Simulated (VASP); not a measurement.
# Sn3Mo2 (P4mm) in VASP: notebook, part 2 of 2

VASP 6.6.1.

### Step 3. Single point, PBE

This run uses another cell than the first one, of 24.34 Å³/atom, 1.113 times its volume.

File INCAR:

```
SYSTEM = Sn3Mo2
  PREC = Accurate
  ENCUT = 520
  EDIFF = 1E-6
  ISMEAR = 0
  SIGMA = 0.1
  LREAL = .False.
  LASPH = .True.
  NELM = 100
  ALGO = Fast
  ISIF = 2
  LWAVE = .False.
  LCHARG = .True.
  GGA = PE
  LELF = .True.
  LVHAR = .True.
  NBANDS = 43
```

File KPOINTS:

```
regular mesh
0
Gamma
  4 4 4
  0 0 0
```

File POSCAR:

```
Sn3Mo2
1.0
    4.0028455091      0.0000000000      0.0000000000
    0.0000000000      4.0028455091      0.0000000000
    0.0000000000      0.0000000000      7.5965302452
Sn Mo
3 2
Direct
    0.5000000000      0.0000000000      0.9696679344
    0.0000000000      0.5000000000      0.9696679344
    0.0000000000      0.0000000000      0.3643728970
    0.0000000000      0.0000000000      0.7191493971
    0.5000000000      0.5000000000      0.2471417572
```

Potentials or basis: VASP PAW PBE potentials, release 64 (Sn_d, Mo_sv).

The run is started by

```console
> cat potpaw_PBE.64/Sn_d/POTCAR potpaw_PBE.64/Mo_sv/POTCAR > POTCAR
> mpirun -np 1 vasp_std > vasp.out
```

Wall time 46 s (1 thread of Intel Xeon 6975P-C (Granite Rapids), shared host); peak memory 0.25 GiB.

Results (log left out):

```yaml
Free_energy: -28.9160 eV
Pressure: 0.1 GPa
Largest_force: 0.022 eV/Å
Band_gap_on_the_k_mesh: zero (band 35 reaches 8.48 eV, above the bottom of band 36 at 7.85 eV)
```

Forces in eV/Å, atoms in the order of the input:
```
Sn   0.000  0.000  0.005
Sn   0.000  0.000  0.005
Sn   0.000  0.000  0.002
Mo   0.000  0.000 -0.022
Mo   0.000  0.000  0.009
```

Levels at points of the mesh, in eV from the Fermi level:
```tsv
k point	band 32	band 33	band 34	band 35	band 36	band 37	band 38	band 39
(0.00, 0.00, 0.00)	-0.71	-0.27	-0.27	-0.17	0.32	0.32	0.41	1.41
(0.50, 0.00, 0.00)	-1.14	-1.11	-0.96	-0.15	0.23	0.48	1.19	1.23
(0.50, 0.50, 0.00)	-1.92	-1.77	-0.59	0.50	0.59	0.65	1.12	1.12
(0.00, 0.00, 0.50)	-0.79	-0.79	-0.36	-0.17	0.41	1.49	1.61	1.61
(0.50, 0.00, 0.50)	-1.02	-0.82	-0.71	-0.30	0.01	0.45	1.14	1.56
(0.50, 0.50, 0.50)	-2.04	-0.95	-0.54	0.50	0.65	0.78	0.89	0.89
```

Caveat: the k points lie up to 0.39 Å⁻¹ apart; spin-orbit coupling is left out, which moves the levels of the heavy elements.

### Step 4. Relaxation of cell and atoms, PBE

File INCAR:

```
SYSTEM = Sn3Mo2
PREC = Accurate
ENCUT = 600
EDIFF = 1E-7
ISMEAR = 0
SIGMA = 0.1
LREAL = .FALSE.
LASPH = .TRUE.
NELM = 60
ALGO = Fast
ISIF = 3
LWAVE = .FALSE.
LCHARG = .FALSE.
GGA = PE
IBRION = 2
NSW = 90
EDIFFG = -0.04
```

File KPOINTS:

```
Automatic mesh
0
G
  4 4 4
  0 0 0
```

File POSCAR:

```
Sn3Mo2
1.0
    4.2027113900      0.0000000000      0.0000000000
    0.0000000000      4.2027113900      0.0000000000
    0.0000000000      0.0000000000      6.1900846700
Sn Mo
3 2
Direct
    0.5000000000      0.0000000000      0.9934612500
    0.0000000000      0.5000000000      0.9934612500
    0.0000000000      0.0000000000      0.2721384500
    0.0000000000      0.0000000000      0.7211286400
    0.5000000000      0.5000000000      0.2898103300
```

The run is started by

```console
> cat potpaw_PBE.64/Sn_d/POTCAR potpaw_PBE.64/Mo_sv/POTCAR > POTCAR
> mpirun -np 1 vasp_std > vasp.out
```

It took 15 min on 1 thread of Intel Xeon 6975P-C (Granite Rapids), shared host; peak memory 0.31 GiB.

The run converged. Its results:

```
Free energy                            : -28.9084 eV
Relaxed volume                         : 24.34 Å³/atom
Relaxed cell                           : a = 4.004 Å, b = 4.004 Å, c = 7.589 Å, α = 90.00°, β = 90.00°, γ = 90.00°
Space group after relaxing (to 0.05 Å) : P4mm (No. 99)
Energy gained by relaxing              : 524.7 meV/atom
Ionic steps                            : 23
Pressure after relaxing                : 0.0 GPa
Largest force after relaxing           : 0.023 eV/Å
Band gap on the k mesh                 : zero (band 35 reaches 8.48 eV, above the bottom of band 36 at 7.86 eV)
```

Forces in eV/Å, atoms in the order of the input:
```
Sn   0.000  0.000  0.007
Sn   0.000  0.000  0.007
Sn   0.000  0.000 -0.011
Mo   0.000  0.000  0.021
Mo   0.000  0.000 -0.023
```

The path:
```
step  energy change (eV)  largest force (eV/Å)  pressure (GPa)  volume (Å³)
   1              0.0000                5.2834           15.36       109.33
   2             -0.4790                1.3106          -11.54       145.94
   3             -1.3041                2.1687           -4.46       127.08
   4             -1.3072                2.2543           -3.92       126.25
   5             -1.8644                1.0979           -1.86       121.04
   6             -2.0892                0.5253            1.20       116.62
   7             -2.0960                0.8044            2.11       115.61
   8             -2.2595                1.3948            1.15       116.36
   9             -2.2750                1.2041            1.14       116.25
  10             -2.3615                1.1205           -0.80       118.91
  11             -2.4074                0.9469           -2.85       122.37
  12             -2.4541                0.7177           -2.07       121.75
  13             -2.5054                0.6769            0.00       120.31
  14             -2.5272                0.6327            0.24       120.14
  15             -2.5790                0.4795            1.04       119.58
  16             -2.5859                0.4754            2.95       118.37
  17             -2.6027                0.2465            2.00       118.96
  18             -2.6213                0.1277            0.33       121.08
  19             -2.6217                0.1494            0.05       121.46
  20             -2.6230                0.0905            0.02       121.59
  21             -2.6234                0.0495           -0.01       121.68
  22             -2.6234                0.0455           -0.01       121.71
  23             -2.6235                0.0226            0.02       121.70
```

Final structure:
```yaml
crystal:
  lattice:
    - [4.00445, 0.00000, 0.00000]
    - [0.00000, 4.00445, 0.00000]
    - [0.00000, 0.00000, 7.58949]
  atoms:
    - { symbol: Sn, position: [0.50000, 0.00000, 0.96962] }
    - { symbol: Sn, position: [0.00000, 0.50000, 0.96962] }
    - { symbol: Sn, position: [0.00000, 0.00000, 0.36424] }
    - { symbol: Mo, position: [0.00000, 0.00000, 0.71880] }
    - { symbol: Mo, position: [0.50000, 0.50000, 0.24772] }
```

Levels at points of the mesh, in eV from the Fermi level:
| k point | band 31 | band 32 | band 33 | band 34 | band 35 | band 36 | band 37 | band 38 | band 39 | band 40 |
| --- | --- | --- | --- | --- | --- | --- | --- | --- | --- | --- |
| (0.00, 0.00, 0.00) | -1.62 | -0.71 | -0.27 | -0.27 | -0.18 | 0.31 | 0.31 | 0.41 | 1.39 | 2.86 |
| (0.50, 0.00, 0.00) | -1.14 | -1.14 | -1.11 | -0.96 | -0.15 | 0.23 | 0.47 | 1.19 | 1.23 | 2.93 |
| (0.50, 0.50, 0.00) | -1.92 | -1.92 | -1.78 | -0.59 | 0.49 | 0.58 | 0.64 | 1.12 | 1.12 | 1.60 |
| (0.00, 0.00, 0.50) | -2.07 | -0.79 | -0.79 | -0.36 | -0.18 | 0.41 | 1.50 | 1.60 | 1.60 | 1.61 |
| (0.50, 0.00, 0.50) | -1.22 | -1.02 | -0.82 | -0.71 | -0.30 | 0.01 | 0.44 | 1.14 | 1.57 | 2.81 |
| (0.50, 0.50, 0.50) | -2.04 | -2.04 | -0.96 | -0.54 | 0.49 | 0.64 | 0.77 | 0.89 | 0.89 | 1.39 |

Caveat: the k points lie up to 0.39 Å⁻¹ apart in the final cell; spin-orbit coupling is left out, which moves the levels of the heavy elements.

### Step 5. Single point, PBE, collinear spin, ferromagnetic start

This run uses another cell than the first one, of 24.34 Å³/atom, 1.113 times its volume.

File INCAR:

```
PREC = Accurate
ENCUT = 520
EDIFF = 1E-6
ISMEAR = 0
SIGMA = 0.1
LREAL = F
LASPH = T
NELM = 150
ALGO = Fast
ISIF = 2
LWAVE = F
LCHARG = F
ISPIN = 2
MAGMOM = 0 0 0 1 1
LORBIT = 11
LMAXMIX = 4
GGA = PE
NBANDS = 47
```

File KPOINTS:

```
Automatic mesh
0
Gamma
  4 4 2
```

File POSCAR:

```
Sn3Mo2
1.0
    4.0028455091      0.0000000000      0.0000000000
    0.0000000000      4.0028455091      0.0000000000
    0.0000000000      0.0000000000      7.5965302452
Sn Mo
3 2
Direct
    0.5000000000      0.0000000000      0.9696679344
    0.0000000000      0.5000000000      0.9696679344
    0.0000000000      0.0000000000      0.3643728970
    0.0000000000      0.0000000000      0.7191493971
    0.5000000000      0.5000000000      0.2471417572
```

The run is started by

```console
> cat potpaw_PBE.64/Sn_d/POTCAR potpaw_PBE.64/Mo_sv/POTCAR > POTCAR
> mpirun -np 1 vasp_std > vasp.out
```

Wall time 80 s (1 thread of Intel Xeon 6975P-C (Granite Rapids), shared host); peak memory 0.3 GiB.

It converged, with:

| Property | Result |
| --- | --- |
| Free energy | -28.9498 eV |
| Pressure | 0.8 GPa |
| Largest force | 0.171 eV/Å |
| Net moment | 1.22 μB per cell |
| Site moments | Sn -0.02, -0.01; Mo +1.04, +0.03 μB |
| Valence electrons inside the program's atomic spheres | Sn 12.54, 12.32; Mo 12.33, 12.27 |

Forces on the atoms (eV/Å):
```
Sn   0.000  0.000  0.137
Sn   0.000  0.000  0.137
Sn   0.000  0.000 -0.028
Mo   0.000  0.000 -0.171
Mo   0.000  0.000 -0.075
```

Stress tensor (GPa, compression positive):
```
0.63 0.00 0.00
0.00 0.63 0.00
0.00 0.00 1.04
```

Levels at points of the mesh, in eV from the Fermi level:
Spin up:
```
           k point  band 34  band 35  band 36  band 37  band 38  band 39
(0.00, 0.00, 0.00)    -0.34    -0.20    -0.13     0.26     0.26     1.39
(0.50, 0.00, 0.00)    -0.99    -0.52     0.17     0.52     1.00     1.11
(0.50, 0.50, 0.00)    -1.05     0.47     0.53     0.63     0.95     0.95
(0.00, 0.00, 0.50)    -0.50    -0.21    -0.12     1.49     1.52     1.52
(0.50, 0.00, 0.50)    -0.81    -0.37    -0.35     0.48     0.92     1.49
(0.50, 0.50, 0.50)    -0.55     0.47     0.53     0.72     0.72     0.78
```
Spin down:
```
           k point  band 30  band 31  band 32  band 33  band 34  band 35  band 36  band 37  band 38  band 39
(0.00, 0.00, 0.00)    -1.82    -1.46    -0.59    -0.16    -0.16    -0.13     0.51     0.51     1.32     1.53
(0.50, 0.00, 0.00)    -1.05    -1.03    -1.02    -0.87    -0.86     0.36     0.50     0.52     1.46     1.54
(0.50, 0.50, 0.00)    -2.46    -1.83    -1.83    -1.67     0.03     0.55     0.63     1.01     1.40     1.40
(0.00, 0.00, 0.50)    -2.25    -1.94    -0.66    -0.66    -0.13    -0.13     1.32     1.55     1.75     1.81
(0.50, 0.00, 0.50)    -1.28    -1.07    -0.86    -0.79    -0.50    -0.15     0.50     0.66     1.52     1.73
(0.50, 0.50, 0.50)    -2.32    -1.93    -1.93    -0.49    -0.47     0.55     0.89     1.01     1.15     1.15
```

Caveat: the k points lie up to 0.41 Å⁻¹ apart; spin-orbit coupling is left out, which moves the levels of the heavy elements.

### Step 6. Summary

| task | spin | cell | k mesh | cutoff (eV) | gap on the mesh (eV) | pressure (GPa) | largest force (eV/Å) |
| --- | --- | --- | --- | --- | --- | --- | --- |
| single point | off | a = 4.203, b = 4.203, c = 6.190 Å, 5 atoms | 4 × 4 × 4 | 520 | none | 15.4 | 5.28 |
| single point | off | a = 4.003, b = 4.003, c = 7.597 Å, 5 atoms | 4 × 4 × 4 | 520 | none | 0.1 | 0.02 |
| relaxation of cell and atoms | off | relaxed from a = 4.203, b = 4.203, c = 6.190 Å, 5 atoms | 4 × 4 × 4 | 600 | none | 0.0 | 0.02 |
| single point | collinear, ferromagnetic start | a = 4.003, b = 4.003, c = 7.597 Å, 5 atoms | 4 × 4 × 2 | 520 | none | 0.8 | 0.17 |

Alike in all rows: level PBE; potentials or basis VASP PAW PBE potentials, release 64 (Sn_d, Mo_sv); smearing gaussian 0.1 eV.

Caveats: all runs use coarse meshes; spin-orbit coupling is left out, which moves the levels of the heavy elements; forces of over 1 eV/Å act on the atoms, so gaps and moduli don't describe the material at rest (some runs).

Absolute energies hang on the potentials; compare differences alone.
